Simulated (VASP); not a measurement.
# C (P6/mmm) in VASP: further runs

The runs below take C through single point, with PBE+D3(BJ).

Everything below comes from runs of VASP 6.6.1. Logs are shortened: lines on timing, memory, paths and dates and some standing lists are left out, and cuts for length are marked.

## 1. The cell of the first run

The structure is hexagonal, space group P6/mmm (No. 191). Conventional cell: a = 2.468 Å, b = 2.468 Å, c = 3.773 Å, α = 90.00°, β = 90.00°, γ = 120.00°. Within 1.9 Å of C (site symmetry -6m2) lie 3 C at 1.42 Å.

## 2. Single point, PBE+D3(BJ) (9.95 Å³/atom)

The input, INCAR:

```
ALGO = Normal ; EDIFF = 1E-7
ENCUT = 520 ; GGA = PE
ISIF = 2 ; ISMEAR = 0
IVDW = 12 ; LASPH = T
LCHARG = T ; LELF = T
LREAL = F ; LVHAR = T
LWAVE = F ; NBANDS = 11
NELM = 60 ; PREC = Accurate
SIGMA = 0.1
```

The input, KPOINTS:

```
k-points
0
Gamma
  18 18 12
```

The input, POSCAR:

```
C
1.0
    2.4676533587      0.0000000000      0.0000000000
   -1.2338266793      2.1370504964      0.0000000000
    0.0000000000      0.0000000000      3.7725426126
C
2
Direct
    0.3333333333      0.6666666667      0.0000000000
    0.6666666667      0.3333333333      0.0000000000
```

Potentials or basis: VASP PAW PBE potentials, release 64 (C).

On the command line:

```sh
$ cat potpaw_PBE.64/C/POTCAR > POTCAR
$ mpirun -np 1 vasp_std > vasp.out
```

OUTCAR:

```text
EDIFF = 1E-7
   ENCUT = 520
   GGA = PE
   ISIF = 2
   ISMEAR = 0
   IVDW = 12
   LASPH = T
   LREAL = F
   NELM = 60
   PREC = Accurate
 IVDW          = 12

 ion  position               nearest neighbor table
   1  0.333  0.667  0.000-   2 1.42   2 1.42   2 1.42
   2  0.667  0.333  0.000-   1 1.42   1 1.42   1 1.42

  LATTYP: Found a hexagonal cell.
 ALAT       =     2.4676533587
 C/A-ratio  =     1.5287976325

  Lattice vectors:

 A1 = (   2.4676533587,   0.0000000000,   0.0000000000)
 A2 = (  -1.2338266793,   2.1370504964,   0.0000000000)
 A3 = (   0.0000000000,   0.0000000000,   3.7725426126)

Analysis of symmetry for initial positions (statically):
=====================================================================
 Subroutine PRICEL returns:
 Original cell was already a primitive cell.

 Routine SETGRP: Setting up the symmetry group for a
 hexagonal supercell.

 Subroutine GETGRP returns: Found 24 space group operations
 (whereof 24 operations were pure point group operations)
 out of a pool of 24 trial point group operations.

The static configuration has the point symmetry D_6h.

Analysis of symmetry for dynamics (positions and initial velocities):
=====================================================================
 Subroutine PRICEL returns:
 Original cell was already a primitive cell.

 Routine SETGRP: Setting up the symmetry group for a
 hexagonal supercell.

 Subroutine GETGRP returns: Found 24 space group operations
 (whereof 24 operations were pure point group operations)
 out of a pool of 24 trial point group operations.

The dynamic configuration has the point symmetry D_6h.

 Subroutine INISYM returns: Found 24 space group operations
 (whereof 24 operations are pure point group operations),
 and found     1 'primitive' translations

----------------------------------------------------------------------------------------

                                     Primitive cell

  volume of cell :      19.8945

  direct lattice vectors                    reciprocal lattice vectors
     2.467653359  0.000000000  0.000000000     0.405243304  0.233967331  0.000000000
    -1.233826679  2.137050496  0.000000000     0.000000000  0.467934661  0.000000000
     0.000000000  0.000000000  3.772542613     0.000000000  0.000000000  0.265073215

  length of vectors
     2.467653359  2.467653359  3.772542613     0.467934661  0.467934661  0.265073215

  position of ions in fractional coordinates (direct lattice)
     0.333333333  0.666666667  0.000000000
     0.666666667  0.333333333  0.000000000

[... 85 lines left out ...]
   TEBEG  =    0.0;   TEEND  =   0.0 temperature during run
   PSTRESS=    0.0 pullay stress
   NELECT =       8.0000    total number of electrons
   NUPDOWN=      -1.0000    fix difference up-down
   EMIN   =  10.00;   EMAX   =-10.00  energy-range for DOS
   EFERMI =   0.00;   METHOD = LEGACY
   ISMEAR =     0;   SIGMA  =   0.10  broadening in eV -4-tet -1-fermi 0-gaus
   EFERMI_NEDOS =   21; number of points for ismear=-14 and -15
   IALGO  =     38    algorithm
   IMIX   =      4    mixing-type and parameters
     AMIX     =   0.40;   BMIX     =  1.00
     AMIX_MAG =   1.60;   BMIX_MAG =  1.00
  volume/ion in A,a.u.               =       9.95        67.13
  Fermi-wavevector in a.u.,A,eV,Ry     =   1.208353  2.283456 19.866095  1.460117
  Thomas-Fermi vector in A             =   2.343963
   LORBIT       =      0    0 simple, 1 ext, 2 COOP (PROOUT), +10 PAW based schemes
   GGA     = PE    functional components
   LHFCALC =     F    Hartree Fock is set to
   AEXX    =    0.0000 exact exchange contribution
   IVDW    =    12    specifies the selected vdW correction
   LEPSILON=     F    determine dielectric tensor
   LRPA    =     F    only Hartree local field effects (RPA)
 non-spin polarized calculation
 Gauss-broadening in eV      SIGMA  =   0.10
  energy-cutoff  :      520.00
  volume of cell :       19.89
 maximum number of plane-waves:       552
   NGX =  9   NGY =  9   NGZ = 15

 number of electron       7.9999997 magnetization

 Free energy of the ion-electron system (eV)
  ---------------------------------------------------
  ext. energy  EPLUGINS =         0.00000000
  ---------------------------------------------------
  free energy    TOTEN  =       -18.44201255 eV

  energy without entropy =      -18.44187864  energy(sigma->0) =      -18.44194560

 E-fermi :   3.6959     XC(G=0):  -9.5063

 val. band max:        3.6953946510   @ k =   0.3333   0.3333   0.2500
 cond. band min:       3.8593549805   @ k =   0.3333   0.3333   0.1667
 fundamental gap:      0.1639603295
 Fermi energy:         3.6958563988

 k-point     1 :       0.0000    0.0000    0.0000
  band No.  band energies     occupation
      1     -15.8549      2.00000
      2      -3.3550      2.00000
      3       0.6595      2.00000
      4       0.6595      2.00000
      5       7.2440      0.00000
      6      11.9848      0.00000
      7      11.9848      0.00000
      8      15.1849      0.00000
      9      16.0762      0.00000
     10      25.0190      0.00000
     11      25.9618      0.00000
[... 309 lines left out ...]
 k-point    24 :       0.3889    0.1111    0.0000
  band No.  band energies     occupation
      1     -11.1608      2.00000
      2      -8.5219      2.00000
      3      -3.5398      2.00000
      4       1.5601      2.00000
      5       6.2512      0.00000
      6      12.2201      0.00000
      7      13.3818      0.00000
      8      16.2857      0.00000
      9      19.7942      0.00000
     10      22.2066      0.00000
     11      25.9138      0.00000

 [... further k-points ...]

------------------------ aborting loop because EDIFF is reached ----------------------------------------

 Edisp (eV)   -0.27170

 E8    (eV) :    -0.0759

  FORCE on cell =-STRESS in cart. coord.  units (eV):
  Direction    XX          YY          ZZ          XY          YZ          ZX
  --------------------------------------------------------------------------------------
  -------------------------------------------------------------------------------------
  Total      -0.06685    -0.06685    -0.15391    -0.00000    -0.00000     0.00000
  in kB      -5.38396    -5.38396   -12.39502    -0.00000    -0.00000     0.00000
  external pressure =       -7.72 kB  Pullay stress =        0.00 kB

 VOLUME and BASIS-vectors are now :
 -----------------------------------------------------------------------------
  energy-cutoff  :      520.00
  volume of cell :       19.89
      direct lattice vectors                 reciprocal lattice vectors
     2.467653359  0.000000000  0.000000000     0.405243304  0.233967331  0.000000000
    -1.233826679  2.137050496  0.000000000     0.000000000  0.467934661  0.000000000
     0.000000000  0.000000000  3.772542613     0.000000000  0.000000000  0.265073215

 POSITION                                       TOTAL-FORCE (eV/Angst)
 -----------------------------------------------------------------------------------
     -0.00000      1.42470      0.00000         0.000000      0.000000      0.000000
      1.23383      0.71235      0.00000         0.000000     -0.000000      0.000000
 -----------------------------------------------------------------------------------
    total drift:                                0.000000     -0.000000      0.000000

  FREE ENERGIE OF THE ION-ELECTRON SYSTEM (eV)
  ---------------------------------------------------
  free  energy   TOTEN  =       -18.7137173488 eV

  energy  without entropy=      -18.7135834313  energy(sigma->0) =      -18.71365039
```

stdout:

```text
POSCAR found type information on POSCAR C
 POSCAR found :  1 types and       2 ions
 scaLAPACK will be used
 LDA part: xc-table for (Slater+PW92), standard interpolation
 POSCAR, INCAR and KPOINTS ok, starting setup
 FFT: planning ... GRIDC
 FFT: planning ... GRID_SOFT
 FFT: planning ... GRID
 WAVECAR not read
 entering main loop
```

Run time: 25 s. Hardware: 1 thread of AMD EPYC 9R45 (Zen 5), shared host; peak memory 0.13 GiB.

Results:

| Property | Result |
| --- | --- |
| Free energy | -18.7137 eV |
| Pressure | -0.8 GPa |
| Band gap on the k mesh | zero (bands 4 and 5 overlap by 0.64 eV) |
| Dispersion energy per atom | -0.136 eV |

Stress tensor (GPa, compression positive):
```
-0.54  0.00  0.00
 0.00 -0.54  0.00
 0.00  0.00 -1.24
```

## 3. Single point, PBE+D3(BJ) (10.32 Å³/atom)

This run uses another cell than the first one, of 10.32 Å³/atom.

The input, INCAR:

```
SYSTEM = C
PREC = Accurate ; ENCUT = 520
EDIFF = 1E-6 ; ISMEAR = 0
SIGMA = 0.1 ; LREAL = .False.
LASPH = .True. ; NELM = 80
ALGO = Normal ; ISIF = 2
LWAVE = .False. ; LCHARG = .True.
GGA = PE ; IVDW = 12
LELF = .True. ; LVHAR = .True.
NBANDS = 11
```

The input, KPOINTS:

```
regular mesh
0
Gamma
  18 18 12
  0 0 0
```

The input, POSCAR:

```
C
1.0
    2.4686456001      0.0000000000      0.0000000000
   -1.2343228001      2.1379098026      0.0000000000
    0.0000000000      0.0000000000      3.9117562508
C
2
Direct
    0.3333333333      0.6666666667      0.0000000000
    0.6666666667      0.3333333333      0.0000000000
```

Potentials or basis: VASP PAW PBE potentials, release 64 (C).

On the command line:

```sh
$ cat potpaw_PBE.64/C/POTCAR > POTCAR
$ mpirun -np 1 vasp_std > vasp.out
```

OUTCAR:

```text
SYSTEM = C
   PREC = Accurate
   ENCUT = 520
   EDIFF = 1E-6
   ISMEAR = 0
   LREAL = .False.
   LASPH = .True.
   NELM = 80
   ISIF = 2
   GGA = PE
   IVDW = 12
 IVDW          = 12

 ion  position               nearest neighbor table
   1  0.333  0.667  0.000-   2 1.43   2 1.43   2 1.43
   2  0.667  0.333  0.000-   1 1.43   1 1.43   1 1.43

  LATTYP: Found a hexagonal cell.
 ALAT       =     2.4686456001
 C/A-ratio  =     1.5845758705

  Lattice vectors:

 A1 = (   2.4686456001,   0.0000000000,   0.0000000000)
 A2 = (  -1.2343228001,   2.1379098026,   0.0000000000)
 A3 = (   0.0000000000,   0.0000000000,   3.9117562508)

Analysis of symmetry for initial positions (statically):
=====================================================================
 Subroutine PRICEL returns:
 Original cell was already a primitive cell.

 Routine SETGRP: Setting up the symmetry group for a
 hexagonal supercell.

 Subroutine GETGRP returns: Found 24 space group operations
 (whereof 24 operations were pure point group operations)
 out of a pool of 24 trial point group operations.

The static configuration has the point symmetry D_6h.

Analysis of symmetry for dynamics (positions and initial velocities):
=====================================================================
 Subroutine PRICEL returns:
 Original cell was already a primitive cell.

 Routine SETGRP: Setting up the symmetry group for a
 hexagonal supercell.

 Subroutine GETGRP returns: Found 24 space group operations
 (whereof 24 operations were pure point group operations)
 out of a pool of 24 trial point group operations.

The dynamic configuration has the point symmetry D_6h.

 Subroutine INISYM returns: Found 24 space group operations
 (whereof 24 operations are pure point group operations),
 and found     1 'primitive' translations

----------------------------------------------------------------------------------------
[... 118 lines left out ...]
   GGA     = PE    functional components
   LHFCALC =     F    Hartree Fock is set to
   AEXX    =    0.0000 exact exchange contribution
   IVDW    =    12    specifies the selected vdW correction
   LEPSILON=     F    determine dielectric tensor
   LRPA    =     F    only Hartree local field effects (RPA)
 non-spin polarized calculation
 Gauss-broadening in eV      SIGMA  =   0.10
  energy-cutoff  :      520.00
  volume of cell :       20.65
 maximum number of plane-waves:       573
   NGX =  9   NGY =  9   NGZ = 15

 number of electron       7.9999997 magnetization

 Free energy of the ion-electron system (eV)
  ---------------------------------------------------
  ext. energy  EPLUGINS =         0.00000000
  ---------------------------------------------------
  free energy    TOTEN  =       -18.44688267 eV

  energy without entropy =      -18.44671558  energy(sigma->0) =      -18.44679913

 E-fermi :   3.4091     XC(G=0):  -9.2651

 val. band max:        3.4083378831   @ k =   0.3333   0.3333   0.2500
 cond. band min:       3.5356320463   @ k =   0.3333   0.3333   0.1667
 fundamental gap:      0.1272941632
 Fermi energy:         3.4090835763

 k-point     1 :       0.0000    0.0000    0.0000
  band No.  band energies     occupation
      1     -16.1204      2.00000
      2      -3.7454      2.00000
      3       0.3686      2.00000
      4       0.3686      2.00000
      5       6.7991      0.00000
      6      11.6905      0.00000
      7      11.6905      0.00000
      8      14.8557      0.00000
      9      15.7799      0.00000
     10      23.3055      0.00000
     11      25.7008      0.00000
[... 309 lines left out ...]
 k-point    24 :       0.3889    0.1111    0.0000
  band No.  band energies     occupation
      1     -11.4344      2.00000
      2      -8.7987      2.00000
      3      -3.8240      2.00000
      4       1.1903      2.00000
      5       5.8760      0.00000
      6      11.9397      0.00000
      7      12.9921      0.00000
      8      15.9521      0.00000
      9      19.1512      0.00000
     10      21.8229      0.00000
     11      25.5216      0.00000

 [... further k-points ...]

------------------------ aborting loop because EDIFF is reached ----------------------------------------

 Edisp (eV)   -0.26067

 E8    (eV) :    -0.0727

  FORCE on cell =-STRESS in cart. coord.  units (eV):
  Direction    XX          YY          ZZ          XY          YZ          ZX
  --------------------------------------------------------------------------------------
  -------------------------------------------------------------------------------------
  Total      -0.11340    -0.11340    -0.20023     0.00000     0.00000     0.00000
  in kB      -8.80008    -8.80008   -15.53912     0.00000     0.00000     0.00000
  external pressure =      -11.05 kB  Pullay stress =        0.00 kB

 VOLUME and BASIS-vectors are now :
 -----------------------------------------------------------------------------
  energy-cutoff  :      520.00
  volume of cell :       20.65
      direct lattice vectors                 reciprocal lattice vectors
     2.468645600  0.000000000  0.000000000     0.405080421  0.233873290  0.000000000
    -1.234322800  2.137909803  0.000000000     0.000000000  0.467746581  0.000000000
     0.000000000  0.000000000  3.911756251     0.000000000  0.000000000  0.255639650

 POSITION                                       TOTAL-FORCE (eV/Angst)
 -----------------------------------------------------------------------------------
     -0.00000      1.42527      0.00000         0.000000     -0.000000      0.000000
      1.23432      0.71264      0.00000        -0.000000      0.000000      0.000000
 -----------------------------------------------------------------------------------
    total drift:                                0.000000     -0.000000      0.000000

  FREE ENERGIE OF THE ION-ELECTRON SYSTEM (eV)
  ---------------------------------------------------
  free  energy   TOTEN  =       -18.7075534716 eV

  energy  without entropy=      -18.7073863802  energy(sigma->0) =      -18.70746993
```

OSZICAR:

```text
N       E                     dE             d eps       ncg     rms          rms(c)
DAV:   1     0.835243702110E+01    0.83524E+01   -0.43040E+03  5810   0.647E+02
DAV:   2    -0.189422742925E+02   -0.27295E+02   -0.25828E+02  7656   0.132E+02
DAV:   3    -0.196634224885E+02   -0.72115E+00   -0.71934E+00  7212   0.182E+01
DAV:   4    -0.196664627052E+02   -0.30402E-02   -0.30399E-02  6658   0.144E+00
DAV:   5    -0.196664781513E+02   -0.15446E-04   -0.15446E-04  7160   0.941E-02    0.628E+00
DAV:   6    -0.187485112923E+02    0.91797E+00   -0.70406E-01  6423   0.502E+00    0.367E+00
DAV:   7    -0.184416269425E+02    0.30688E+00   -0.88875E-01  6532   0.561E+00    0.103E+00
DAV:   8    -0.184472757177E+02   -0.56488E-02   -0.24186E-02  6121   0.990E-01    0.157E-01
DAV:   9    -0.184467826804E+02    0.49304E-03   -0.79036E-04  6693   0.174E-01    0.793E-02
DAV:  10    -0.184468793633E+02   -0.96683E-04   -0.33251E-04  6165   0.119E-01    0.360E-02
DAV:  11    -0.184468819452E+02   -0.25819E-05   -0.14585E-05  6686   0.241E-02    0.429E-03
DAV:  12    -0.184468826719E+02   -0.72671E-06   -0.66224E-07  6178   0.649E-03
   1 F= -.18707553E+02 E0= -.18707470E+02  d E =-.167091E-03
```

Run time: 24 s. Hardware: 1 thread of AMD EPYC 9R45 (Zen 5), shared host; peak memory 0.13 GiB.

What came out:

```
Free energy                : -18.7076 eV
Pressure                   : -1.1 GPa
Band gap on the k mesh     : zero (bands 4 and 5 overlap by 0.50 eV)
Dispersion energy per atom : -0.130 eV
```
